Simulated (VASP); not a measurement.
# AlCu3 (P6_3/mmc) in VASP: single point with LDA

Aim: the single point of AlCu3 with LDA.

Program: VASP 6.6.1. These are calculated values, not measurements. Logs are shortened: lines on timing, memory, paths and dates and some standing lists are left out, and cuts for length are marked.

## Step 1: The cell of the first run

Symmetry: P6_3/mmc, No. 194, hexagonal system. The conventional cell has a = 5.081 Å, b = 5.081 Å, c = 4.129 Å, α = 90.00°, β = 90.00°, γ = 120.00°. Within 3.4 Å of Al (site symmetry -6m2) lie 12 Cu at 2.54 Å. Within 3.3 Å of Cu (site symmetry mm2) lie 8 Cu at 2.52 to 2.56 Å and 4 Al at 2.54 Å.

## Step 2: Single point, LDA

Contents of INCAR:

```
ALGO = Fast
EDIFF = 1E-6
ENCUT = 520
ISIF = 2
ISMEAR = 0
LASPH = T
LCHARG = T
LELF = T
LREAL = F
LVHAR = T
LWAVE = F
NBANDS = 46
NELM = 60
PREC = Accurate
SIGMA = 0.1
```

Contents of KPOINTS:

```
k-points
0
Gamma
  12 12 8
```

Contents of POSCAR:

```
AlCu3
1.0
    5.0811265472      0.0000000000      0.0000000000
   -2.5405632736      4.4003846697      0.0000000000
    0.0000000000      0.0000000000      4.1289450829
Al Cu
2 6
Direct
    0.6666666667      0.3333333333      0.2500000000
    0.3333333333      0.6666666667      0.7500000000
    0.3302486609      0.1651243304      0.7500000000
    0.8348756696      0.1651243304      0.7500000000
    0.8348756696      0.6697513391      0.7500000000
    0.6697513391      0.8348756696      0.2500000000
    0.1651243304      0.8348756696      0.2500000000
    0.1651243304      0.3302486609      0.2500000000
```

Potentials or basis: VASP PAW LDA potentials, release 64 (Al, Cu).

Command:

```sh
> cat potpaw_LDA.64/Al/POTCAR potpaw_LDA.64/Cu/POTCAR > POTCAR
> mpirun -np 1 vasp_std > vasp.out
```

OUTCAR:

```text
EDIFF = 1E-6
   ENCUT = 520
   ISIF = 2
   ISMEAR = 0
   LASPH = T
   LREAL = F
   NELM = 60
   PREC = Accurate

 ion  position               nearest neighbor table
   1  0.667  0.333  0.250-   5 2.54   5 2.54   4 2.54   4 2.54   3 2.54   3 2.54   6 2.54   8 2.54
                             7 2.54   7 2.54   6 2.54   8 2.54
   2  0.333  0.667  0.750-   8 2.54   8 2.54   7 2.54   7 2.54   6 2.54   6 2.54   3 2.54   5 2.54
                             4 2.54   4 2.54   3 2.54   5 2.54
   3  0.330  0.165  0.750-   5 2.52   4 2.52   7 2.52   7 2.52   8 2.52   8 2.52   1 2.54   1 2.54
                             2 2.54   2 2.54   5 2.56   4 2.56
   4  0.835  0.165  0.750-   5 2.52   3 2.52   6 2.52   6 2.52   8 2.52   8 2.52   1 2.54   1 2.54
                             2 2.54   2 2.54   5 2.56   3 2.56
   5  0.835  0.670  0.750-   3 2.52   4 2.52   7 2.52   7 2.52   6 2.52   6 2.52   1 2.54   1 2.54
                             2 2.54   2 2.54   4 2.56   3 2.56
   6  0.670  0.835  0.250-   8 2.52   7 2.52   4 2.52   4 2.52   5 2.52   5 2.52   2 2.54   2 2.54
                             1 2.54   1 2.54   8 2.56   7 2.56
   7  0.165  0.835  0.250-   8 2.52   6 2.52   3 2.52   3 2.52   5 2.52   5 2.52   2 2.54   2 2.54
                             1 2.54   1 2.54   8 2.56   6 2.56
   8  0.165  0.330  0.250-   6 2.52   7 2.52   4 2.52   4 2.52   3 2.52   3 2.52   2 2.54   2 2.54
                             1 2.54   1 2.54   7 2.56   6 2.56

  LATTYP: Found a hexagonal cell.
 ALAT       =     5.0811265472
 C/A-ratio  =     0.8126042610

  Lattice vectors:

 A1 = (   5.0811265472,   0.0000000000,   0.0000000000)
 A2 = (  -2.5405632736,   4.4003846697,   0.0000000000)
 A3 = (   0.0000000000,   0.0000000000,   4.1289450829)

Analysis of symmetry for initial positions (statically):
=====================================================================
 Subroutine PRICEL returns:
 Original cell was already a primitive cell.

 Routine SETGRP: Setting up the symmetry group for a
 hexagonal supercell.

 Subroutine GETGRP returns: Found 24 space group operations
 (whereof 12 operations were pure point group operations)
 out of a pool of 24 trial point group operations.

The static configuration has the point symmetry D_3d.
 The point group associated with its full space group is D_6h.

Analysis of symmetry for dynamics (positions and initial velocities):
=====================================================================
 Subroutine PRICEL returns:
 Original cell was already a primitive cell.

 Routine SETGRP: Setting up the symmetry group for a
 hexagonal supercell.

 Subroutine GETGRP returns: Found 24 space group operations
 (whereof 12 operations were pure point group operations)
 out of a pool of 24 trial point group operations.

The dynamic configuration has the point symmetry D_3d.
 The point group associated with its full space group is D_6h.

 Subroutine INISYM returns: Found 24 space group operations
 (whereof 12 operations are pure point group operations),
 and found     1 'primitive' translations

----------------------------------------------------------------------------------------

                                     Primitive cell

  volume of cell :      92.3187

  direct lattice vectors                    reciprocal lattice vectors
     5.081126547  0.000000000  0.000000000     0.196806750  0.113626430  0.000000000
    -2.540563274  4.400384670  0.000000000     0.000000000  0.227252860  0.000000000
     0.000000000  0.000000000  4.128945083     0.000000000  0.000000000  0.242192613

  length of vectors
     5.081126547  5.081126547  4.128945083     0.227252860  0.227252860  0.242192613

  position of ions in fractional coordinates (direct lattice)
     0.666666667  0.333333333  0.250000000
     0.333333333  0.666666667  0.750000000
     0.330248661  0.165124330  0.750000000
     0.834875670  0.165124330  0.750000000
     0.834875670  0.669751339  0.750000000
     0.669751339  0.834875670  0.250000000
     0.165124330  0.834875670  0.250000000
     0.165124330  0.330248661  0.250000000

  ion indices of the primitive-cell ions
   primitive index   ion index
                 1           1
                 2           2
                 3           3
                 4           4
                 5           5
                 6           6
                 7           7
                 8           8

----------------------------------------------------------------------------------------

 KPOINTS: k-points

Automatic generation of k-mesh.
 Grid dimensions read from file:
 generate k-points for:   12   12    8

 Generating k-lattice:

  Cartesian coordinates                     Fractional coordinates (reciprocal lattice)
     0.016400562  0.009468869  0.000000000     0.083333333  0.000000000  0.000000000
     0.000000000  0.018937738  0.000000000     0.000000000  0.083333333  0.000000000
     0.000000000  0.000000000  0.030274077     0.000000000  0.000000000  0.125000000

  Length of vectors
     0.018937738  0.018937738  0.030274077

  Shift w.r.t. Gamma in fractional coordinates (k-lattice)
     0.000000000  0.000000000  0.000000000

 Subroutine IBZKPT returns following result:
 ===========================================

 Found     95 irreducible k-points:

 Following reciprocal coordinates:
            Coordinates               Weight
  0.000000  0.000000  0.000000      1.000000
  0.083333  0.000000  0.000000      6.000000
  0.166667  0.000000  0.000000      6.000000
  0.250000  0.000000  0.000000      6.000000
  0.333333  0.000000  0.000000      6.000000
  0.416667  0.000000  0.000000      6.000000
[... 16 lines left out ...]
  0.250000  0.000000  0.125000     12.000000
  0.333333  0.000000  0.125000     12.000000
 [... further k-points ...]
   k-points           NKPTS =     95   k-points in BZ     NKDIM =     95   number of bands    NBANDS=     46
   number of dos      NEDOS =    301   number of ions     NIONS =      8
   total plane-waves  NPLWV =  51200
   dimension x,y,z NGX =    40 NGY =   40 NGZ =   32
   dimension x,y,z NGXF=    80 NGYF=   80 NGZF=   64
   ions per type =               2   6
   NGX,Y,Z   is equivalent  to a cutoff of  13.09, 13.09, 12.88 a.u.
   NGXF,Y,Z  is equivalent  to a cutoff of  26.17, 26.17, 25.77 a.u.
 SYSTEM =  unknown system
   PREC   = accura    normal or accurate (medium, high low for compatibility)
   ISTART =      0    job   : 0-new  1-cont  2-samecut
   ICHARG =      2    charge: 1-file 2-atom 10-const
   ISPIN  =      1    spin polarized calculation?
   LNONCOLLINEAR =      F non collinear calculations
   LSORBIT =      F    spin-orbit coupling
   LASPH  =      T    aspherical Exc in radial PAW
   ENCUT  =  520.0 eV  38.22 Ry    6.18 a.u.   9.45  9.45  7.68*2*pi/ulx,y,z
   NELM   =     60;   NELMIN=  2; NELMDL= -5     # of ELM steps
   EDIFF  = 0.1E-05   stopping-criterion for ELM
   LREAL  =      F    real-space projection
   EDIFFG = 0.1E-04   stopping-criterion for IOM
   NSW    =      0    number of steps for IOM
   IBRION =     -1    ionic relax: 0-MD 1-quasi-New 2-CG
   NFREE  =      0    steps in history (QN), initial steepest desc. (CG)
   ISIF   =      2    stress and relaxation
   ISYM   =      2    0-nonsym 1-usesym 2-fastsym
   POTIM  = 0.5000    time-step for ionic-motion
   TEBEG  =    0.0;   TEEND  =   0.0 temperature during run
   PSTRESS=    0.0 pullay stress
   NELECT =      72.0000    total number of electrons
   NUPDOWN=      -1.0000    fix difference up-down
   EMIN   =  10.00;   EMAX   =-10.00  energy-range for DOS
   EFERMI =   0.00;   METHOD = LEGACY
   ISMEAR =     0;   SIGMA  =   0.10  broadening in eV -4-tet -1-fermi 0-gaus
   EFERMI_NEDOS =   21; number of points for ismear=-14 and -15
   IALGO  =     68    algorithm
   IMIX   =      4    mixing-type and parameters
     AMIX     =   0.40;   BMIX     =  1.00
     AMIX_MAG =   1.60;   BMIX_MAG =  1.00
  volume/ion in A,a.u.               =      11.54        77.87
  Fermi-wavevector in a.u.,A,eV,Ry     =   1.506916  2.847659 30.896058  2.270796
  Thomas-Fermi vector in A             =   2.617571
   LORBIT       =      0    0 simple, 1 ext, 2 COOP (PROOUT), +10 PAW based schemes
   GGA     = CA    functional components
   LHFCALC =     F    Hartree Fock is set to
   AEXX    =    0.0000 exact exchange contribution
   IVDW    =     0    specifies the selected vdW correction
   LEPSILON=     F    determine dielectric tensor
   LRPA    =     F    only Hartree local field effects (RPA)
 non-spin polarized calculation
 RMM-DIIS sequential band-by-band and
 Gauss-broadening in eV      SIGMA  =   0.10
  energy-cutoff  :      520.00
  volume of cell :       92.32
 maximum number of plane-waves:      2510
 NGX is ok and might be reduce to    40
   NGX = 19   NGY = 19   NGZ = 15

 number of electron      71.9999963 magnetization

 Free energy of the ion-electron system (eV)
  ---------------------------------------------------
  ext. energy  EPLUGINS =         0.00000000
  ---------------------------------------------------
  free energy    TOTEN  =       -38.27603985 eV

  energy without entropy =      -38.26058510  energy(sigma->0) =      -38.26831248

 E-fermi :   9.0630     XC(G=0): -12.8664

 val. band max:        9.0581053565   @ k =   0.4167   0.0000   0.3750
 cond. band min:       9.0641310185   @ k =   0.0833   0.0000   0.1250
 fundamental gap:      0.0060256620
 Fermi energy:         9.0630272384

 k-point     1 :       0.0000    0.0000    0.0000
  band No.  band energies     occupation
      1      -1.9350      2.00000
      2       2.5026      2.00000
      3       3.6357      2.00000
      4       3.6357      2.00000
      5       3.7128      2.00000
      6       3.7693      2.00000
[... 38 lines left out ...]
     45      16.1004      0.00000
     46      16.4064      0.00000

 k-point     2 :       0.0833    0.0000    0.0000
  band No.  band energies     occupation
      1      -1.8799      2.00000
      2       2.4842      2.00000
      3       3.4546      2.00000
      4       3.5512      2.00000
      5       3.7172      2.00000
      6       3.7836      2.00000
[... 38 lines left out ...]
     45      15.8495      0.00000
     46      16.7638      0.00000

 k-point     3 :       0.1667    0.0000    0.0000
  band No.  band energies     occupation
      1      -1.7153      2.00000
      2       2.3530      2.00000
      3       3.1278      2.00000
      4       3.3742      2.00000
      5       3.7543      2.00000
      6       3.8260      2.00000
[... 38 lines left out ...]
     45      15.4630      0.00000
     46      17.4141      0.00000

 k-point     4 :       0.2500    0.0000    0.0000
  band No.  band energies     occupation
      1      -1.4437      2.00000
      2       1.9228      2.00000
      3       2.9762      2.00000
      4       3.1882      2.00000
      5       3.8192      2.00000
      6       3.8934      2.00000
[... 920 lines left out ...]
     45      15.7651      0.00000
     46      17.1922      0.00000

 k-point    23 :       0.2500    0.0000    0.1250
  band No.  band energies     occupation
      1      -1.3052      2.00000
      2       1.9953      2.00000
      3       2.9375      2.00000
      4       3.2585      2.00000
      5       3.7087      2.00000
      6       3.9569      2.00000
[... 38 lines left out ...]
     45      15.7862      0.00000
     46      16.5716      0.00000

 k-point    24 :       0.3333    0.0000    0.1250
  band No.  band energies     occupation
      1      -0.9346      2.00000
      2       1.3990      2.00000
      3       2.9595      2.00000
      4       3.1168      2.00000
      5       3.7719      2.00000
      6       4.0331      2.00000
[... 38 lines left out ...]
     45      15.7477      0.00000
     46      16.0621      0.00000

 [... further k-points ...]
[... 5 lines left out ...]
  --------------------------------------------------------------------------------------
  -------------------------------------------------------------------------------------
  Total        0.3924445      0.3924445      0.4510066      0.0000000      0.0000000      0.0000000
  in kB        6.8108139      6.8108139      7.8271515      0.0000000      0.0000000      0.0000000
  external PRESSURE =       7.1495931 kB  Pullay stress =       0.0000000 kB

 VOLUME and BASIS-vectors are now :
 -----------------------------------------------------------------------------
  energy-cutoff  :      520.00
  volume of cell :       92.32
      direct lattice vectors                 reciprocal lattice vectors
     5.081126547  0.000000000  0.000000000     0.196806750  0.113626430  0.000000000
    -2.540563274  4.400384670  0.000000000     0.000000000  0.227252860  0.000000000
     0.000000000  0.000000000  4.128945083     0.000000000  0.000000000  0.242192613

 POSITION                                       TOTAL-FORCE (eV/Angst)
 -----------------------------------------------------------------------------------
      2.54056      1.46679      1.03224        -0.000000     -0.000000     -0.000000
     -0.00000      2.93359      3.09671        -0.000000     -0.000000      0.000000
      1.25853      0.72661      3.09671         0.006214      0.003587      0.000000
      3.82260      0.72661      3.09671        -0.006214      0.003587      0.000000
      2.54056      2.94716      3.09671        -0.000000     -0.007175     -0.000000
      1.28204      3.67377      1.03224        -0.006214     -0.003587      0.000000
     -1.28204      3.67377      1.03224         0.006214     -0.003587      0.000000
     -0.00000      1.45322      1.03224        -0.000000      0.007175      0.000000
 -----------------------------------------------------------------------------------
    total drift:                               -0.000000      0.000000      0.000000

  FREE ENERGIE OF THE ION-ELECTRON SYSTEM (eV)
  ---------------------------------------------------
  free  energy   TOTEN  =       -38.2760398529 eV

  energy  without entropy=      -38.2605851036  energy(sigma->0) =      -38.26831248
```

It took 10 min on 1 thread of Intel Xeon Platinum 8488C (Sapphire Rapids), shared host; peak memory 0.39 GiB.

Results:

```
Free energy            : -38.2760 eV
Pressure               : 0.7 GPa
Largest force          : 0.007 eV/Å
Band gap on the k mesh : zero (band 36 reaches 10.74 eV, above the bottom of band 37 at 8.06 eV)
```

Forces in eV/Å, atoms in the order of the input:
```
Al   0.000  0.000  0.000
Al   0.000  0.000  0.000
Cu   0.006  0.004  0.000
Cu  -0.006  0.004  0.000
Cu   0.000 -0.007  0.000
Cu  -0.006 -0.004  0.000
Cu   0.006 -0.004  0.000
Cu   0.000  0.007  0.000
```

Stress tensor (GPa, compression positive):
```
0.68 0.00 0.00
0.00 0.68 0.00
0.00 0.00 0.78
```
